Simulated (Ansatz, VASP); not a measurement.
## Te2As: VASP beside Ansatz

INCAR

```
SYSTEM = Te2As
PREC = Accurate
ENCUT = 600
EDIFF = 1E-6
ISMEAR = 0
SIGMA = 0.2
LREAL = .FALSE.
LASPH = .TRUE.
NELM = 80
ALGO = Normal
ISIF = 3
LWAVE = .FALSE.
LCHARG = .FALSE.
GGA = PE
IBRION = 2
NSW = 36
EDIFFG = -0.08
```

KPOINTS

```
regular mesh
0
G
  6 6 6
  0 0 0
```

POSCAR

```
Te2As
1.0
    2.0250000000      1.1691343000      6.2333333300
   -2.0250000000      1.1691343000      6.2333333300
    0.0000000000     -2.3382685900      6.2333333300
Te As
2 1
Direct
    0.2533000000      0.2533000000      0.2533000000
    0.7467000000      0.7467000000      0.7467000000
    0.0000000000      0.0000000000      0.0000000000
```

Input for Ansatz:

```yaml
crystal:
  lattice:
    - [2.025, 1.1691343, 6.23333333]
    - [-2.025, 1.1691343, 6.23333333]
    - [0.0, -2.33826859, 6.23333333]
  atoms:
    - { symbol: Te, position: [0.2533, 0.2533, 0.2533] }
    - { symbol: Te, position: [0.7467, 0.7467, 0.7467] }
    - { symbol: As, position: [0.0, 0.0, 0.0] }
basis:
  ecutwfc: 420
kpoints:
  mp_grid: { grid: [6, 6, 6] }
hamiltonian:
  xc: pbe
scf:
  occupations: { method: gaussian, width: 0.2 }
  lower_state_search: "off"
output:
  forces: true
  stress: true
  eigenvalues: true
relax:
  adjacent_minimum: "off"
  f_tol: 0.08
  max_steps: 16
  cell: { stress_tol: 0.8 }
```

Alike in both runs: task relaxation of cell and atoms; functional PBE; k mesh 6 × 6 × 6; occupations gaussian, width 0.2 eV; no spin polarisation.

|  | VASP | Ansatz |
| --- | --- | --- |
| version | VASP 6.6.1 | Ansatz 0.2.0 |
| potentials or method | VASP PAW PBE potentials, release 64 (Te, As), cutoff 600 eV | scalar-relativistic, plane waves, PAW |
| valence electrons in the cell | 17 | 47 |

```tsv
	VASP	Ansatz	Ansatz less VASP
gap on the k mesh at the Fermi level, each at its own relaxed structure (eV)	none	none	-
relaxed volume (Å³/atom)	29.19	28.60	-0.596
relaxed cell length with the largest relative difference (Å)	7.123	6.657	-0.4655
```

A gap of «none» marks a metal or a gap that the smearing closes. One of these differences is far larger than is usual between the two programs; its cause wasn't traced. VASP's potentials hold 17 valence electrons a cell and Ansatz's 47, so a difference there can come from the potentials and not from the codes.

Spin-orbit coupling is off throughout.
